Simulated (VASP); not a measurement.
# GaN (P6_3mc) in VASP: further runs

The runs below take GaN through single point, with r2SCAN-based global hybrid with 50 % exact exchange, PBEsol-based global hybrid with 25 % exact exchange, LDA.

All numbers are computed with VASP 6.6.1; they aren't measurements. Logs are shortened: lines on timing, memory, paths and dates and some standing lists are left out, and cuts for length are marked.

## Step 1: The cell of the first run

The structure is hexagonal, space group P6_3mc (No. 186). The conventional cell has a = 3.180 Å, b = 3.180 Å, c = 5.166 Å, α = 90.00°, β = 90.00°, γ = 120.00°. Within 2.6 Å of Ga (site symmetry 3m) lie 4 N at 1.94 to 1.95 Å. N (site symmetry 3m) has 4 Ga at 1.94 to 1.95 Å within 2.6 Å.

## Step 2: Single point, r2SCAN-based global hybrid with 50 % exact exchange

POSCAR

```
GaN
1.0
    3.1800000000      0.0000000000      0.0000000000
   -1.5900000000      2.7539607840      0.0000000000
    0.0000000000      0.0000000000      5.1660000000
Ga N
2 2
Direct
    0.6666666667      0.3333333333      0.5000000000
    0.3333333333      0.6666666667      0.0000000000
    0.6666666667      0.3333333333      0.8750000000
    0.3333333333      0.6666666667      0.3750000000
```

INCAR.step1

```
  PREC = Accurate
  ENCUT = 520
  EDIFF = 1E-5
  ISMEAR = -1
  SIGMA = 0.05
  LREAL = F
  LASPH = T
  NELM = 60
  ALGO = Normal
  ISIF = 2
  LWAVE = T
  LCHARG = F
  NBANDS = 26
  GGA = PE
```

INCAR.step2

```
  PREC = Accurate
  ENCUT = 520
  EDIFF = 1E-7
  ISMEAR = -1
  SIGMA = 0.05
  LREAL = F
  LASPH = T
  NELM = 60
  ALGO = Normal
  ISIF = 2
  LWAVE = F
  LCHARG = F
  METAGGA = R2SCAN
  LHFCALC = T
  AEXX = 0.5
  LMIXTAU = T
  PRECFOCK = Normal
  NBANDS = 26
  ISTART = 1
```

KPOINTS

```
regular mesh
0
Gamma
  6 6 3
```

Potentials or basis: VASP PAW PBE potentials, release 64 (Ga_d, N).

Launch:

```bash
cat potpaw_PBE.64/Ga_d/POTCAR potpaw_PBE.64/N/POTCAR > POTCAR
cp INCAR.step1 INCAR
mpirun -np 1 vasp_std > vasp.out
cp INCAR.step2 INCAR
mpirun -np 1 vasp_std > vasp.out
```

OUTCAR:

```text
PREC = Accurate
   ENCUT = 520
   EDIFF = 1E-7
   ISMEAR = -1
   LREAL = F
   LASPH = T
   NELM = 60
   ISIF = 2
   METAGGA = R2SCAN
   LHFCALC = T
   AEXX = 0.5
   PRECFOCK = Normal
   ISTART = 1

 ion  position               nearest neighbor table
   1  0.667  0.333  0.500-   3 1.94   4 1.95   4 1.95   4 1.95
   2  0.333  0.667  0.000-   4 1.94   3 1.95   3 1.95   3 1.95
   3  0.667  0.333  0.875-   1 1.94   2 1.95   2 1.95   2 1.95
   4  0.333  0.667  0.375-   2 1.94   1 1.95   1 1.95   1 1.95

  LATTYP: Found a hexagonal cell.
 ALAT       =     3.1800000000
 C/A-ratio  =     1.6245283019

  Lattice vectors:

 A1 = (   3.1800000000,   0.0000000000,   0.0000000000)
 A2 = (  -1.5900000000,   2.7539607840,   0.0000000000)
 A3 = (   0.0000000000,   0.0000000000,   5.1660000000)

Analysis of symmetry for initial positions (statically):
=====================================================================
 Subroutine PRICEL returns:
 Original cell was already a primitive cell.

 Routine SETGRP: Setting up the symmetry group for a
 hexagonal supercell.

 Subroutine GETGRP returns: Found 12 space group operations
 (whereof  6 operations were pure point group operations)
 out of a pool of 24 trial point group operations.

The static configuration has the point symmetry C_3v.
 The point group associated with its full space group is C_6v.

Analysis of symmetry for dynamics (positions and initial velocities):
=====================================================================
 Subroutine PRICEL returns:
 Original cell was already a primitive cell.

 Routine SETGRP: Setting up the symmetry group for a
 hexagonal supercell.

 Subroutine GETGRP returns: Found 12 space group operations
 (whereof  6 operations were pure point group operations)
 out of a pool of 24 trial point group operations.

The dynamic configuration has the point symmetry C_3v.
 The point group associated with its full space group is C_6v.

 Subroutine INISYM returns: Found 12 space group operations
 (whereof  6 operations are pure point group operations),
 and found     1 'primitive' translations

----------------------------------------------------------------------------------------

                                     Primitive cell

  volume of cell :      45.2417

  direct lattice vectors                    reciprocal lattice vectors
     3.180000000  0.000000000  0.000000000     0.314465409  0.181556688  0.000000000
    -1.590000000  2.753960784  0.000000000     0.000000000  0.363113377  0.000000000
     0.000000000  0.000000000  5.166000000     0.000000000  0.000000000  0.193573364

  length of vectors
     3.180000000  3.180000000  5.166000000     0.363113377  0.363113377  0.193573364

  position of ions in fractional coordinates (direct lattice)
     0.666666667  0.333333333  0.500000000
     0.333333333  0.666666667  0.000000000
     0.666666667  0.333333333  0.875000000
     0.333333333  0.666666667  0.375000000

  ion indices of the primitive-cell ions
   primitive index   ion index
                 1           1
                 2           2
                 3           3
                 4           4

----------------------------------------------------------------------------------------

 KPOINTS: regular mesh

Automatic generation of k-mesh.
 Grid dimensions read from file:
 generate k-points for:    6    6    3

 Generating k-lattice:

  Cartesian coordinates                     Fractional coordinates (reciprocal lattice)
     0.052410901  0.030259448  0.000000000     0.166666667  0.000000000  0.000000000
     0.000000000  0.060518896  0.000000000     0.000000000  0.166666667  0.000000000
     0.000000000  0.000000000  0.064524455     0.000000000  0.000000000  0.333333333

  Length of vectors
     0.060518896  0.060518896  0.064524455

  Shift w.r.t. Gamma in fractional coordinates (k-lattice)
     0.000000000  0.000000000  0.000000000

 Subroutine IBZKPT returns following result:
 ===========================================

 Found     14 irreducible k-points:

 Following reciprocal coordinates:
            Coordinates               Weight
  0.000000  0.000000  0.000000      1.000000
  0.166667  0.000000  0.000000      6.000000
  0.333333  0.000000  0.000000      6.000000
  0.500000  0.000000  0.000000      3.000000
  0.166667  0.166667  0.000000      6.000000
  0.333333  0.166667  0.000000     12.000000
  0.333333  0.333333  0.000000      2.000000
  0.000000  0.000000  0.333333      2.000000
  0.166667  0.000000  0.333333     12.000000
  0.333333  0.000000  0.333333     12.000000
  0.500000  0.000000  0.333333      6.000000
  0.166667  0.166667  0.333333     12.000000
  0.333333  0.166667  0.333333     24.000000
  0.333333  0.333333  0.333333      4.000000
   k-points           NKPTS =     14   k-points in BZ     NKDIM =    108   number of bands    NBANDS=     26
   number of dos      NEDOS =    301   number of ions     NIONS =      4
   total plane-waves  NPLWV =  23040
   dimension x,y,z NGX =    24 NGY =   24 NGZ =   40
   dimension x,y,z NGXF=    48 NGYF=   48 NGZF=   80
   ions per type =               2   2
   NGX,Y,Z   is equivalent  to a cutoff of  12.55, 12.55, 12.87 a.u.
   NGXF,Y,Z  is equivalent  to a cutoff of  25.09, 25.09, 25.74 a.u.
 SYSTEM =  unknown system
   PREC   = accura    normal or accurate (medium, high low for compatibility)
   ISTART =      1    job   : 0-new  1-cont  2-samecut
   ICHARG =      0    charge: 1-file 2-atom 10-const
   ISPIN  =      1    spin polarized calculation?
   LNONCOLLINEAR =      F non collinear calculations
   LSORBIT =      F    spin-orbit coupling
   LASPH  =      T    aspherical Exc in radial PAW
   ENCUT  =  520.0 eV  38.22 Ry    6.18 a.u.   5.91  5.91  9.61*2*pi/ulx,y,z
   NELM   =     60;   NELMIN=  2; NELMDL=  0     # of ELM steps
   EDIFF  = 0.1E-06   stopping-criterion for ELM
   LREAL  =      F    real-space projection
   EDIFFG = 0.1E-05   stopping-criterion for IOM
   NSW    =      0    number of steps for IOM
   IBRION =     -1    ionic relax: 0-MD 1-quasi-New 2-CG
   NFREE  =      0    steps in history (QN), initial steepest desc. (CG)
   ISIF   =      2    stress and relaxation
   ISYM   =      3    0-nonsym 1-usesym 2-fastsym
   POTIM  = 0.5000    time-step for ionic-motion
   TEBEG  =    0.0;   TEEND  =   0.0 temperature during run
   PSTRESS=    0.0 pullay stress
   NELECT =      36.0000    total number of electrons
   NUPDOWN=      -1.0000    fix difference up-down
   EMIN   =  10.00;   EMAX   =-10.00  energy-range for DOS
   EFERMI =   0.00;   METHOD = LEGACY
   ISMEAR =    -1;   SIGMA  =   0.05  broadening in eV -4-tet -1-fermi 0-gaus
   EFERMI_NEDOS =   21; number of points for ismear=-14 and -15
   IALGO  =     38    algorithm
   IMIX   =      1    mixing-type and parameters
     AMIX     =   0.40;   BMIX     =  1.00
     AMIX_MAG =   1.60;   BMIX_MAG =  1.00
  volume/ion in A,a.u.               =      11.31        76.33
  Fermi-wavevector in a.u.,A,eV,Ry     =   1.517036  2.866782 31.312427  2.301398
  Thomas-Fermi vector in A             =   2.626345
   LORBIT       =      0    0 simple, 1 ext, 2 COOP (PROOUT), +10 PAW based schemes
   METAGGA = R2SCAN    functional components
   LHFCALC =     T    Hartree Fock is set to
   PRECFOCK=normal    Normal, Fast or Accurate (Low or Medium for compatibility)
   ENCUT4O =  -1.0   cutoff for four orbital integrals eV
   NKREDX  =     1    reduce k-point grid by
   NKREDY  =     1    reduce k-point grid by
   NKREDZ  =     1    reduce k-point grid by
   AEXX    =    0.5000 exact exchange contribution
   HFSCREEN=    0.0000 screening length (either q_TF or 0.3 A-1)
   HFSCREENC=   0.0000 screening length for correlation (either q_TF or 0.3 A-1)
   ENCUTFOCK=  -1.0 apply spherical cutoff to Coloumb kernel
   IVDW    =     0    specifies the selected vdW correction
   LEPSILON=     F    determine dielectric tensor
   LRPA    =     F    only Hartree local field effects (RPA)
 non-spin polarized calculation
  energy-cutoff  :      520.00
  volume of cell :       45.24
 maximum number of plane-waves:      1236
 NGX is ok and might be reduce to    24
  NGX = 18; NGY = 18; NGZ = 30

 number of electron      36.0000002 magnetization

 Free energy of the ion-electron system (eV)
  ---------------------------------------------------
  ext. energy  EPLUGINS =         0.00000000
  ---------------------------------------------------
  free energy    TOTEN  =       -48.89504733 eV

  energy without entropy =      -48.89504733  energy(sigma->0) =      -48.89504733

 E-fermi :   4.0043     XC(G=0):  -6.9582

 val. band max:        2.9003124779   @ k =   0.0000   0.0000   0.0000
 cond. band min:       9.1152447357   @ k =   0.0000   0.0000   0.0000
 fundamental gap:      6.2149322578
 Fermi energy:         4.0043013639

 k-point     1 :       0.0000    0.0000    0.0000
  band No.  band energies     occupation
      1     -16.4155      2.00000
      2     -16.1768      2.00000
      3     -15.1078      2.00000
      4     -15.0858      2.00000
      5     -15.0858      2.00000
      6     -15.0227      2.00000
[... 18 lines left out ...]
     25      19.9459      0.00000
     26      19.9460      0.00000

 k-point     2 :       0.1667    0.0000    0.0000
  band No.  band energies     occupation
      1     -16.2710      2.00000
      2     -16.1596      2.00000
      3     -15.0750      2.00000
      4     -15.0540      2.00000
      5     -14.9947      2.00000
      6     -14.9776      2.00000
[... 18 lines left out ...]
     25      19.5826      0.00000
     26      20.5666      0.00000

 k-point     3 :       0.3333    0.0000    0.0000
  band No.  band energies     occupation
      1     -16.1686      2.00000
      2     -16.1433      2.00000
      3     -15.0305      2.00000
      4     -15.0146      2.00000
      5     -14.9219      2.00000
      6     -14.8908      2.00000
[... 282 lines left out ...]
 k-point    13 :       0.3333    0.1667    0.3333
  band No.  band energies     occupation
      1     -16.1173      2.00000
      2     -16.1113      2.00000
      3     -15.0009      2.00000
      4     -14.9892      2.00000
      5     -14.9552      2.00000
      6     -14.9039      2.00000
[... 18 lines left out ...]
     25      20.1117      0.00000
     26      21.4873      0.00000

 k-point    14 :       0.3333    0.3333    0.3333
  band No.  band energies     occupation
      1     -16.1093      2.00000
      2     -16.1093      2.00000
      3     -15.0080      2.00000
      4     -14.9492      2.00000
      5     -14.9492      2.00000
      6     -14.9050      2.00000
[... 18 lines left out ...]
     25      21.2275      0.00000
     26      22.7024      0.00000

------------------------ aborting loop because EDIFF is reached ----------------------------------------

  FORCE on cell =-STRESS in cart. coord.  units (eV):
  Direction    XX          YY          ZZ          XY          YZ          ZX
  --------------------------------------------------------------------------------------
  -------------------------------------------------------------------------------------
  Total       -1.6721090     -1.6721090     -1.3145545      0.0000000      0.0000000     -0.0000000
  in kB      -59.2155666    -59.2155666    -46.5532380      0.0000000      0.0000000     -0.0000000
  external PRESSURE =     -54.9947904 kB  Pullay stress =       0.0000000 kB

 VOLUME and BASIS-vectors are now :
 -----------------------------------------------------------------------------
  energy-cutoff  :      520.00
  volume of cell :       45.24
      direct lattice vectors                 reciprocal lattice vectors
     3.180000000  0.000000000  0.000000000     0.314465409  0.181556688  0.000000000
    -1.590000000  2.753960784  0.000000000     0.000000000  0.363113377  0.000000000
     0.000000000  0.000000000  5.166000000     0.000000000  0.000000000  0.193573364

 POSITION                                       TOTAL-FORCE (eV/Angst)
 -----------------------------------------------------------------------------------
      1.59000      0.91799      2.58300        -0.000000     -0.000000     -0.170278
     -0.00000      1.83597      0.00000         0.000000      0.000000     -0.170278
      1.59000      0.91799      4.52025         0.000000     -0.000000      0.170278
     -0.00000      1.83597      1.93725        -0.000000     -0.000000      0.170278
 -----------------------------------------------------------------------------------
    total drift:                                0.000000      0.000000      0.020392

  FREE ENERGIE OF THE ION-ELECTRON SYSTEM (eV)
  ---------------------------------------------------
  free  energy   TOTEN  =       -48.8950473345 eV

  energy  without entropy=      -48.8950473345  energy(sigma->0) =      -48.89504733
```

Run time: 1.6 h. Hardware: 1 thread of Intel Xeon Platinum 8375C at 2.90GHz (Ice Lake), shared host; peak memory 0.19 GiB.

What came out:

```
Free energy            : -48.8950 eV
Pressure               : -5.5 GPa
Largest force          : 0.170 eV/Å
Band gap on the k mesh : 6.21 eV
```

Forces on the atoms (eV/Å):
```
Ga   0.000  0.000 -0.170
Ga   0.000  0.000 -0.170
N    0.000  0.000  0.170
N    0.000  0.000  0.170
```

Levels at points of the mesh, in eV from the valence-band top:
| k point | band 14 | band 15 | band 16 | band 17 | band 18 | band 19 | band 20 | band 21 | band 22 | band 23 |
| --- | --- | --- | --- | --- | --- | --- | --- | --- | --- | --- |
| (0.00, 0.00, 0.00) | -1.25 | -1.25 | -0.07 | 0.00 | 0.00 | 6.21 | 8.91 | 14.57 | 14.87 | 14.87 |
| (0.50, 0.00, 0.00) | -6.07 | -4.93 | -3.23 | -2.58 | -1.15 | 9.37 | 10.07 | 10.64 | 14.21 | 15.25 |

Caveat: the cell stands under tension; the PAW data sets were made with another functional, which shifts forces and pressure a little.

## Step 3: Single point, PBEsol-based global hybrid with 25 % exact exchange

POSCAR is that of step 2.

INCAR.step1

```
SYSTEM = GaN
PREC     = Accurate       ! precision mode
ENCUT    = 520            ! plane-wave cutoff, eV
EDIFF    = 1E-5           ! SCF threshold, eV
ISMEAR   = -1             ! smearing method
SIGMA    = 0.05           ! smearing width, eV
LREAL    = .FALSE.        ! projectors in reciprocal space
LASPH    = .TRUE.         ! aspherical terms in the spheres
NELM     = 60             ! most SCF steps
ALGO     = Normal         ! electronic algorithm
ISIF     = 2              ! what is computed and relaxed
LWAVE    = .TRUE.         ! write WAVECAR
GGA      = PE             ! functional
NBANDS   = 26             ! bands
```

INCAR.step2

```
SYSTEM = GaN
PREC     = Accurate       ! precision mode
ENCUT    = 520            ! plane-wave cutoff, eV
EDIFF    = 1E-6           ! SCF threshold, eV
ISMEAR   = -1             ! smearing method
SIGMA    = 0.05           ! smearing width, eV
LREAL    = .FALSE.        ! projectors in reciprocal space
LASPH    = .TRUE.         ! aspherical terms in the spheres
NELM     = 60             ! most SCF steps
ALGO     = Normal         ! electronic algorithm
ISIF     = 2              ! what is computed and relaxed
LWAVE    = .FALSE.        ! write WAVECAR
LCHARG   = .TRUE.         ! write CHGCAR
GGA      = PS             ! functional
LHFCALC  = .TRUE.         ! exact exchange
AEXX     = 0.25           ! exact-exchange fraction
PRECFOCK = Normal       
LELF     = .TRUE.         ! ELF
LVHAR    = .TRUE.       
ISTART   = 1            
NBANDS   = 26             ! bands
```

KPOINTS

```
regular mesh
0
G
  6 6 3
  0 0 0
```

Potentials or basis: VASP PAW PBE potentials, release 64 (Ga_d, N).

Launch:

```bash
cat potpaw_PBE.64/Ga_d/POTCAR potpaw_PBE.64/N/POTCAR > POTCAR
cp INCAR.step1 INCAR
mpirun -np 1 vasp_std > vasp.out
cp INCAR.step2 INCAR
mpirun -np 1 vasp_std > vasp.out
```

It took 67 min on 1 thread of Intel Xeon Platinum 8488C (Sapphire Rapids), shared host; peak memory 0.18 GiB.

The run converged. Its results:

```yaml
Free_energy: -32.7841 eV
Pressure: -3.7 GPa
Largest_force: 0.150 eV/Å
Band_gap_on_the_k_mesh: 3.93 eV
```

Forces on the atoms (eV/Å):
```
Ga   0.000  0.000 -0.150
Ga   0.000  0.000 -0.150
N    0.000  0.000  0.150
N    0.000  0.000  0.150
```

Stress tensor (GPa, compression positive):
```
-4.26  0.00  0.00
 0.00 -4.26  0.00
 0.00  0.00 -2.53
```

Levels at points of the mesh, in eV from the valence-band top:
| k point | band 15 | band 16 | band 17 | band 18 | band 19 | band 20 | band 21 | band 22 |
| --- | --- | --- | --- | --- | --- | --- | --- | --- |
| (0.00, 0.00, 0.00) | -1.17 | -0.07 | 0.00 | 0.00 | 3.93 | 6.42 | 11.72 | 12.18 |
| (0.50, 0.00, 0.00) | -4.66 | -3.04 | -2.47 | -1.09 | 7.00 | 7.70 | 8.15 | 11.27 |

Caveat: the cell stands under tension; the PAW data sets were made with another functional, which shifts forces and pressure a little.

(Part 1 of 2 ends here.)
